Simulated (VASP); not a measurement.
Wanted: the native input for a VASP 6.6.1 run.

| Property | Result |
| --- | --- |
| Task | single point |
| Functional | PBE |
| Potentials or basis | VASP PAW PBE potentials, release 64 (Ru_pv) |
| Cutoff | 520 eV |
| k mesh | 12 × 12 × 7 |
| Occupations | methfessel-paxton, width 0.05 eV |
| Spin | no spin polarisation |
| Dipole correction | no |
| Further INCAR settings | ALGO = Normal; EDIFF = 1e-06; NBANDS = 21 |

The structure of Ru lies in POSCAR:

```
Ru
1.0
    2.7931435364      0.0000000000      0.0000000000
   -1.3965717682      2.4189332615      0.0000000000
    0.0000000000      0.0000000000      4.4201202264
Ru
2
Direct
    0.3333333333      0.6666666667      0.2500000000
    0.6666666667      0.3333333333      0.7500000000
```

One way to write it, as run:

INCAR

```
SYSTEM = Ru
PREC     = Accurate       ! precision mode
ENCUT    = 520            ! plane-wave cutoff, eV
EDIFF    = 1E-6           ! SCF threshold, eV
ISMEAR   = 1              ! smearing method
SIGMA    = 0.05           ! smearing width, eV
LREAL    = .False.        ! projectors in reciprocal space
LASPH    = .True.         ! aspherical terms in the spheres
NELM     = 60             ! most SCF steps
ALGO     = Normal         ! electronic algorithm
ISIF     = 2              ! what is computed and relaxed
LWAVE    = .False.        ! write WAVECAR
LCHARG   = .False.        ! write CHGCAR
GGA      = PE             ! functional
NBANDS   = 21             ! bands
```

KPOINTS

```
Automatic mesh
0
Gamma
  12 12 7
  0 0 0
```

Potentials or basis: VASP PAW PBE potentials, release 64 (Ru_pv).

Command:

```bash
$ cat potpaw_PBE.64/Ru_pv/POTCAR > POTCAR
$ mpirun -np 1 vasp_std > vasp.out
```

Results of the run:

* Pressure: -21.1 GPa
* Band gap on the k mesh: zero (band 14 reaches 12.37 eV, above the bottom of band 15 at 9.84 eV)

Run time: 40 s on 1 thread of Intel(R) Xeon(R) Platinum 8259CL CPU @ 2.50GHz (Skylake/Cascade Lake), on a shared host, peak memory 0.17 GiB.
